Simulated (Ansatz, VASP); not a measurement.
# One calculation of C, two programs

The input INCAR:

```
  ALGO = Normal
  EDIFF = 1E-6
  ENCUT = 520
  ISIF = 2
  ISMEAR = -1
  LASPH = True
  LCHARG = False
  LREAL = False
  LWAVE = False
  NBANDS = 11
  NELM = 80
  PREC = Accurate
  SIGMA = 0.08
```

The input KPOINTS:

```
k-points
0
Gamma
  20 20 20
```

POSCAR

```
C
1.0
    0.0000000000      1.7893249605      1.7893249605
    1.7893249605      0.0000000000      1.7893249605
    1.7893249605      1.7893249605      0.0000000000
C
2
Direct
    0.5000000000      0.5000000000      0.5000000000
    0.7500000000      0.7500000000      0.7500000000
```

Input for Ansatz:

```yaml
crystal:
  lattice:
    - [0.0, 1.7893249605, 1.7893249605]
    - [1.7893249605, 0.0, 1.7893249605]
    - [1.7893249605, 1.7893249605, 0.0]
  atoms:
    - { symbol: C, position: [0.5, 0.5, 0.5] }
    - { symbol: C, position: [0.75, 0.75, 0.75] }
kpoints:
  mp_grid: { grid: [20, 20, 20] }
  band_path:
    path:
      - [0.0, 0.0, 0.0]
      - [0.5, 0.0, 0.5]
      - [0.625, 0.25, 0.625]
      - [0.375, 0.375, 0.75]
      - [0.0, 0.0, 0.0]
      - [0.5, 0.5, 0.5]
      - [0.5, 0.25, 0.75]
      - [0.5, 0.0, 0.5]
    npoints: 5
scf:
  occupations: { method: fermi_dirac, width: 0.08 }
hamiltonian:
  xc: lda
  pseudopotentials: { kind: all_electron, lapw: { basis_error: 0.0005 } }
output:
  forces: true
  stress: true
  eigenvalues: true
```

Change from the starting cell: volume scaled by 1.01.

Alike in both runs: task single point; functional LDA; k mesh 20 × 20 × 20; occupations fermi-dirac, width 0.08 eV; no spin polarisation.

|  | VASP | Ansatz |
| --- | --- | --- |
| version | VASP 6.6.1 | Ansatz 0.2.0 |
| potentials or method | VASP PAW LDA potentials, release 64 (C), cutoff 520 eV | all-electron LAPW, scalar-relativistic |

```tsv
	VASP	Ansatz	Ansatz less VASP
gap on the k mesh at the Fermi level (eV)	4.08	4.08	+0.005
pressure (GPa)	-15.8	-17.1	-1.30
```

LDA's correlation is that of Perdew and Zunger in VASP and of Perdew and Wang (1992) in Ansatz. Ansatz ran all-electron here, and VASP with PAW potentials.
